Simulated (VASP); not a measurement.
# Sb (Fm-3m) in VASP: settings compared

Sb is run at these levels: PBEsol-based screened hybrid with 25 % exact exchange, r2SCAN0, r2SCANh, r2SCAN50; tasks: single point.

All numbers are computed with VASP 6.6.1; they aren't measurements. Logs are shortened: lines on timing, memory, paths and dates and some standing lists are left out, and cuts for length are marked.

### 1 The cell of the first run

It takes space group Fm-3m (No. 225, cubic). The conventional cell has a = 4.742 Å, b = 4.742 Å, c = 4.742 Å, α = 90.00°, β = 90.00°, γ = 90.00°. Sb (site symmetry m-3m) has 12 Sb at 3.35 Å within 4.4 Å.

This isn't the form of Sb at room conditions, which is rhombohedral.

### 2 Single point, PBEsol-based screened hybrid with 25 % exact exchange

Contents of POSCAR:

```
Sb
1.0
    0.0000000000      2.3712425216      2.3712425216
    2.3712425216      0.0000000000      2.3712425216
    2.3712425216      2.3712425216      0.0000000000
Sb
1
Direct
    0.0000000000      0.0000000000      0.0000000000
```

Contents of INCAR.step1:

```
PREC = Accurate
ENCUT = 520
EDIFF = 1E-5
ISMEAR = -1
SIGMA = 0.05
LREAL = False
LASPH = True
NELM = 80
ALGO = Normal
ISIF = 2
LWAVE = True
NBANDS = 8
GGA = PE
```

Contents of INCAR.step2:

```
PREC = Accurate
ENCUT = 520
EDIFF = 1E-6
ISMEAR = -1
SIGMA = 0.05
LREAL = False
LASPH = True
NELM = 80
ALGO = Normal
ISIF = 2
LWAVE = False
LCHARG = True
GGA = PS
LHFCALC = True
AEXX = 0.25
HFSCREEN = 0.207
PRECFOCK = Normal
LELF = True
LVHAR = True
NBANDS = 8
ISTART = 1
```

Contents of KPOINTS:

```
Automatic mesh
0
Gamma
  5 5 5
```

Potentials or basis: VASP PAW PBE potentials, release 64 (Sb).

Command:

```bash
$ cat potpaw_PBE.64/Sb/POTCAR > POTCAR
$ cp INCAR.step1 INCAR
$ mpirun -np 1 vasp_std > vasp.out
$ cp INCAR.step2 INCAR
$ mpirun -np 1 vasp_std > vasp.out
```

OUTCAR:

```text
PREC = Accurate
   ENCUT = 520
   EDIFF = 1E-6
   ISMEAR = -1
   LREAL = False
   LASPH = True
   NELM = 80
   ISIF = 2
   GGA = PS
   LHFCALC = True
   AEXX = 0.25
   HFSCREEN = 0.207
   PRECFOCK = Normal
   ISTART = 1

 ion  position               nearest neighbor table
   1  0.000  0.000  0.000-

  LATTYP: Found a face centered cubic cell.
 ALAT       =     4.7424850432

  Lattice vectors:

 A1 = (   0.0000000000,   2.3712425216,   2.3712425216)
 A2 = (   2.3712425216,   0.0000000000,   2.3712425216)
 A3 = (   2.3712425216,   2.3712425216,   0.0000000000)

Analysis of symmetry for initial positions (statically):
=====================================================================
 Subroutine PRICEL returns:
 Original cell was already a primitive cell.

 Routine SETGRP: Setting up the symmetry group for a
 face centered cubic supercell.

 Subroutine GETGRP returns: Found 48 space group operations
 (whereof 48 operations were pure point group operations)
 out of a pool of 48 trial point group operations.

The static configuration has the point symmetry O_h .

Analysis of symmetry for dynamics (positions and initial velocities):
=====================================================================
 Subroutine PRICEL returns:
 Original cell was already a primitive cell.

 Routine SETGRP: Setting up the symmetry group for a
 face centered cubic supercell.

 Subroutine GETGRP returns: Found 48 space group operations
 (whereof 48 operations were pure point group operations)
 out of a pool of 48 trial point group operations.

The dynamic configuration has the point symmetry O_h .

 Subroutine INISYM returns: Found 48 space group operations
 (whereof 48 operations are pure point group operations),
 and found     1 'primitive' translations

----------------------------------------------------------------------------------------

                                     Primitive cell

  volume of cell :      26.6660

  direct lattice vectors                    reciprocal lattice vectors
     0.000000000  2.371242522  2.371242522    -0.210859916  0.210859916  0.210859916
     2.371242522  0.000000000  2.371242522     0.210859916 -0.210859916  0.210859916
     2.371242522  2.371242522  0.000000000     0.210859916  0.210859916 -0.210859916

  length of vectors
     3.353443334  3.353443334  3.353443334     0.365220089  0.365220089  0.365220089

  position of ions in fractional coordinates (direct lattice)
     0.000000000  0.000000000  0.000000000

  ion indices of the primitive-cell ions
   primitive index   ion index
                 1           1

----------------------------------------------------------------------------------------

 KPOINTS: Automatic mesh

Automatic generation of k-mesh.
 Grid dimensions read from file:
 generate k-points for:    5    5    5

 Generating k-lattice:

  Cartesian coordinates                     Fractional coordinates (reciprocal lattice)
    -0.042171983  0.042171983  0.042171983     0.200000000  0.000000000  0.000000000
     0.042171983 -0.042171983  0.042171983     0.000000000  0.200000000  0.000000000
     0.042171983  0.042171983 -0.042171983     0.000000000  0.000000000  0.200000000

  Length of vectors
     0.073044018  0.073044018  0.073044018

  Shift w.r.t. Gamma in fractional coordinates (k-lattice)
     0.000000000  0.000000000  0.000000000

 Subroutine IBZKPT returns following result:
 ===========================================

 Found     10 irreducible k-points:

 Following reciprocal coordinates:
            Coordinates               Weight
  0.000000  0.000000  0.000000      1.000000
  0.200000  0.000000  0.000000      8.000000
  0.400000  0.000000  0.000000      8.000000
  0.200000  0.200000  0.000000      6.000000
  0.400000  0.200000  0.000000     24.000000
 -0.400000  0.200000  0.000000     24.000000
 -0.200000  0.200000  0.000000     12.000000
  0.400000  0.400000  0.000000      6.000000
 -0.400000  0.400000  0.000000     12.000000
 -0.400000  0.400000  0.200000     24.000000
   k-points           NKPTS =     10   k-points in BZ     NKDIM =    125   number of bands    NBANDS=      8
   number of dos      NEDOS =    301   number of ions     NIONS =      1
   total plane-waves  NPLWV =  21952
   dimension x,y,z NGX =    28 NGY =   28 NGZ =   28
   dimension x,y,z NGXF=    56 NGYF=   56 NGZF=   56
   ions per type =               1
   NGX,Y,Z   is equivalent  to a cutoff of  13.88, 13.88, 13.88 a.u.
   NGXF,Y,Z  is equivalent  to a cutoff of  27.76, 27.76, 27.76 a.u.
 SYSTEM =  unknown system
   PREC   = accura    normal or accurate (medium, high low for compatibility)
   ISTART =      1    job   : 0-new  1-cont  2-samecut
   ICHARG =      0    charge: 1-file 2-atom 10-const
   ISPIN  =      1    spin polarized calculation?
   LNONCOLLINEAR =      F non collinear calculations
   LSORBIT =      F    spin-orbit coupling
   LASPH  =      T    aspherical Exc in radial PAW
   ENCUT  =  520.0 eV  38.22 Ry    6.18 a.u.   6.24  6.24  6.24*2*pi/ulx,y,z
   NELM   =     80;   NELMIN=  2; NELMDL=  0     # of ELM steps
   EDIFF  = 0.1E-05   stopping-criterion for ELM
   LREAL  =      F    real-space projection
   EDIFFG = 0.1E-04   stopping-criterion for IOM
   NSW    =      0    number of steps for IOM
   IBRION =     -1    ionic relax: 0-MD 1-quasi-New 2-CG
   NFREE  =      0    steps in history (QN), initial steepest desc. (CG)
   ISIF   =      2    stress and relaxation
   ISYM   =      3    0-nonsym 1-usesym 2-fastsym
   POTIM  = 0.5000    time-step for ionic-motion
   TEBEG  =    0.0;   TEEND  =   0.0 temperature during run
   PSTRESS=    0.0 pullay stress
   NELECT =       5.0000    total number of electrons
   NUPDOWN=      -1.0000    fix difference up-down
   EMIN   =  10.00;   EMAX   =-10.00  energy-range for DOS
   EFERMI =   0.00;   METHOD = LEGACY
   ISMEAR =    -1;   SIGMA  =   0.05  broadening in eV -4-tet -1-fermi 0-gaus
   EFERMI_NEDOS =   21; number of points for ismear=-14 and -15
   IALGO  =     38    algorithm
   IMIX   =      1    mixing-type and parameters
     AMIX     =   0.40;   BMIX     =  1.00
     AMIX_MAG =   1.60;   BMIX_MAG =  1.00
  volume/ion in A,a.u.               =      26.67       179.95
  Fermi-wavevector in a.u.,A,eV,Ry     =   0.937013  1.770697 11.945820  0.877993
  Thomas-Fermi vector in A             =   2.064081
   LORBIT       =      0    0 simple, 1 ext, 2 COOP (PROOUT), +10 PAW based schemes
   GGA     = PS    functional components
   LHFCALC =     T    Hartree Fock is set to
   PRECFOCK=normal    Normal, Fast or Accurate (Low or Medium for compatibility)
   ENCUT4O =  -1.0   cutoff for four orbital integrals eV
   NKREDX  =     1    reduce k-point grid by
   NKREDY  =     1    reduce k-point grid by
   NKREDZ  =     1    reduce k-point grid by
   AEXX    =    0.2500 exact exchange contribution
   HFSCREEN=    0.2070 screening length (either q_TF or 0.3 A-1)
   HFSCREENC=   0.2070 screening length for correlation (either q_TF or 0.3 A-1)
   ENCUTFOCK=  -1.0 apply spherical cutoff to Coloumb kernel
   IVDW    =     0    specifies the selected vdW correction
   LEPSILON=     F    determine dielectric tensor
   LRPA    =     F    only Hartree local field effects (RPA)
 non-spin polarized calculation
  energy-cutoff  :      520.00
  volume of cell :       26.67
 maximum number of plane-waves:       728
 NGX is ok and might be reduce to    28
  NGX = 20; NGY = 20; NGZ = 20

 number of electron       5.0000000 magnetization

 Free energy of the ion-electron system (eV)
  ---------------------------------------------------
  ext. energy  EPLUGINS =         0.00000000
  ---------------------------------------------------
  free energy    TOTEN  =        -4.90572495 eV

  energy without entropy =       -4.89303786  energy(sigma->0) =       -4.89938140

 E-fermi :   8.2124     XC(G=0):  -8.5818

 val. band max:        8.1602372196   @ k =  -0.4000   0.4000   0.2000
 cond. band min:       8.4721594158   @ k =  -0.2000   0.2000   0.0000
 fundamental gap:      0.3119221961
 Fermi energy:         8.2124332193

 k-point     1 :       0.0000    0.0000    0.0000
  band No.  band energies     occupation
      1      -6.1066      2.00000
      2      14.4954      0.00000
      3      14.4954      0.00000
      4      14.4954      0.00000
      5      19.1078      0.00000
      6      19.1078      0.00000
      7      19.1078      0.00000
      8      19.6129      0.00000

 k-point     2 :       0.2000    0.0000    0.0000
  band No.  band energies     occupation
      1      -5.2307      2.00000
      2       9.2420      0.00000
      3      13.6156      0.00000
      4      13.6156      0.00000
      5      17.5657      0.00000
      6      19.9274      0.00000
      7      19.9274      0.00000
      8      21.7080      0.00000

 k-point     3 :       0.4000    0.0000    0.0000
  band No.  band energies     occupation
      1      -2.7734      2.00000
      2       3.1617      2.00000
      3      12.6968      0.00000
      4      12.6968      0.00000
      5      17.2414      0.00000
      6      18.4352      0.00000
      7      18.4352      0.00000
      8      19.3199      0.00000

 k-point     4 :       0.2000    0.2000    0.0000
  band No.  band energies     occupation
      1      -4.9365      2.00000
      2      10.9142      0.00000
      3      11.6581      0.00000
      4      11.6581      0.00000
      5      15.5793      0.00000
      6      17.0550      0.00000
      7      22.7194      0.00000
      8      22.7194      0.00000

 k-point     5 :       0.4000    0.2000    0.0000
  band No.  band energies     occupation
      1      -2.9572      2.00000
      2       5.5188      2.00000
      3       9.7298      0.00000
      4      10.6935      0.00000
      5      15.0248      0.00000
      6      18.4311      0.00000
      7      21.8600      0.00000
      8      22.4234      0.00000

 k-point     6 :      -0.4000    0.2000    0.0000
  band No.  band energies     occupation
      1      -1.2826      2.00000
      2       2.7459      2.00000
      3       7.9967      1.97361
      4      11.3841      0.00000
      5      15.4293      0.00000
      6      20.4568      0.00000
      7      20.7552      0.00000
      8      23.9531      0.00000

 k-point     7 :      -0.2000    0.2000    0.0000
  band No.  band energies     occupation
      1      -3.7976      2.00000
      2       7.1320      2.00000
      3       8.4722      0.01103
      4      13.3472      0.00000
      5      17.5217      0.00000
      6      19.8610      0.00000
      7      20.1670      0.00000
      8      20.7019      0.00000

 k-point     8 :       0.4000    0.4000    0.0000
  band No.  band energies     occupation
      1      -1.5503      2.00000
      2       4.7846      2.00000
      3       9.2373      0.00000
      4       9.2373      0.00000
      5      13.3562      0.00000
      6      13.6572      0.00000
      7      26.1021      0.00000
      8      26.5811      0.00000

 k-point     9 :      -0.4000    0.4000    0.0000
  band No.  band energies     occupation
      1       0.1117      2.00000
      2       3.4071      2.00000
      3       5.6965      2.00000
      4       9.5065      0.00000
      5      13.6451      0.00000
      6      17.5671      0.00000
      7      24.8633      0.00000
      8      25.3112      0.00000

 k-point    10 :      -0.4000    0.4000    0.2000
  band No.  band energies     occupation
      1      -0.7510      2.00000
      2       4.5855      2.00000
      3       5.9660      2.00000
      4       8.1602      1.47921
      5      17.6134      0.00000
      6      18.4817      0.00000
      7      20.2078      0.00000
      8      24.1854      0.00000

------------------------ aborting loop because EDIFF is reached ----------------------------------------

  FORCE on cell =-STRESS in cart. coord.  units (eV):
  Direction    XX          YY          ZZ          XY          YZ          ZX
  --------------------------------------------------------------------------------------
  -------------------------------------------------------------------------------------
  Total       -0.4901673     -0.4901673     -0.4901673      0.0000000     -0.0000000      0.0000000
  in kB      -29.4507931    -29.4507931    -29.4507931      0.0000000     -0.0000000      0.0000000
  external PRESSURE =     -29.4507931 kB  Pullay stress =       0.0000000 kB

 VOLUME and BASIS-vectors are now :
 -----------------------------------------------------------------------------
  energy-cutoff  :      520.00
  volume of cell :       26.67
      direct lattice vectors                 reciprocal lattice vectors
     0.000000000  2.371242522  2.371242522    -0.210859916  0.210859916  0.210859916
     2.371242522  0.000000000  2.371242522     0.210859916 -0.210859916  0.210859916
     2.371242522  2.371242522  0.000000000     0.210859916  0.210859916 -0.210859916

 POSITION                                       TOTAL-FORCE (eV/Angst)
 -----------------------------------------------------------------------------------
      0.00000      0.00000      0.00000         0.000000      0.000000      0.000000
 -----------------------------------------------------------------------------------
    total drift:                               -0.000001     -0.000001      0.000001

  FREE ENERGIE OF THE ION-ELECTRON SYSTEM (eV)
  ---------------------------------------------------
  free  energy   TOTEN  =        -4.9057249462 eV

  energy  without entropy=       -4.8930378638  energy(sigma->0) =       -4.89938140
```

It took 81 s on 1 thread of Intel Xeon Platinum 8488C (Sapphire Rapids), shared host; peak memory 0.25 GiB.

What came out:

* Free energy: -4.9057 eV
* Pressure: -2.9 GPa
* Band gap on the k mesh: zero (an odd number of electrons rules out a gap without spin polarisation)

Caveat: the k points lie up to 0.46 Å⁻¹ apart, too coarse for converged energies and pressures of a metal; the PAW data sets were made with another functional, which shifts forces and pressure a little; spin-orbit coupling is left out, which moves the levels of the heavy elements.

(Part 1 of 3 ends here.)

The gap in the log of VASP goes by the Fermi energy; the results here count the filled bands.